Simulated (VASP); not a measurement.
Runs of VASP 6.6.1 on O. The structure is that of space group R-3m (No. 166), or close to it. The cells are those of the table. 

```csv
task,level,potentials or basis,cell,k mesh,cutoff (eV),smearing,gap on the mesh (eV),pressure (GPa),largest force (eV/Å)
single point,PBE+D3(BJ),"VASP PAW PBE potentials, release 64 (O)","a = 3.784 Å, angles 44.2°, 2 atoms","3 × 3 × 3, shifted",600,gaussian 0.1 eV,none,(b),4.36
single point,PBE,"VASP PAW PBE potentials, release 64 (O)","a = 3.784 Å, angles 44.2°, 2 atoms",6 × 6 × 6,520,gaussian 0.1 eV,none,9.3,4.31
single point,PBEsol,"VASP PAW PBE potentials, release 64 (O)","a = 3.784 Å, angles 44.2°, 2 atoms",6 × 6 × 6,600,gaussian 0.014 eV,none,5.7,3.93
electric field gradients,PBEsol+D3(BJ),"VASP PAW PBE potentials, release 64 (O)","a = 3.784 Å, angles 44.2°, 2 atoms","3 × 3 × 3, shifted",520,gaussian 0.1 eV,none,5.8,4.01
single point,PBE,"VASP PAW PBE potentials, release 64 (O)","a = 3.784 Å, angles 44.2°, 2 atoms",5 × 2 × 4,600,gaussian 0.136057 eV,none,9.8,4.23
single point,LDA,"VASP PAW LDA potentials, release 64 (O)","a = 3.784 Å, angles 44.2°, 2 atoms",3 × 3 × 3,600,gaussian 0.1 eV,none,(c),1.85
single point,RPBE,"VASP PAW PBE potentials, release 64 (O)","a = 3.784 Å, angles 44.2°, 2 atoms",6 × 6 × 6,600,gaussian 0.1 eV,none,13.2,4.55
single point,PBE,"VASP PAW PBE potentials, release 64 (O)","a = 3.603 Å, angles 44.2°, 2 atoms",6 × 6 × 6,600,gaussian 0.1 eV,none,34.0,11.27
single point,LDA,"VASP PAW LDA potentials, release 64 (O)","a = 3.784 Å, angles 44.2°, 2 atoms","3 × 3 × 3, shifted",600,methfessel-paxton 0.012 eV,none,1.8,3.60
single point,PBE+D3(BJ),"VASP PAW PBE potentials, release 64 (O)","a = 3.784 Å, angles 44.2°, 2 atoms",6 × 6 × 6,600,gaussian 0.1 eV,none,8.1,4.28
single point,PBE,"VASP PAW PBE potentials, release 64 (O)","a = 3.784 Å, angles 44.2°, 2 atoms","3 × 3 × 3, shifted",600,gaussian 0.028 eV,none,9.8,4.32
single point,BLYP,"VASP PAW PBE potentials, release 64 (O)","a = 3.784 Å, angles 44.2°, 2 atoms",6 × 6 × 6,600,gaussian 0.1 eV,none,11.7,(a)
```

Alike in all rows: no spin polarisation.

**Question.** Estimate the missing entries.

**Answer.** (a) 4.87; (b) 8.6; (c) -2.9.

Caveats: all runs use coarse meshes; the standard files for N, O and F lose accuracy on very short bonds; spin is off for a triplet molecule; forces of over 1 eV/Å act on the atoms, so gaps and moduli don't describe the material at rest (some runs); the PAW data sets were made with another functional, which shifts forces and pressure a little (some runs); pairwise dispersion overbinds metals, which lowers pressure and volume (some runs); three body term missing (some runs).

A gap of «none» marks levels without a gap at the run's occupations.
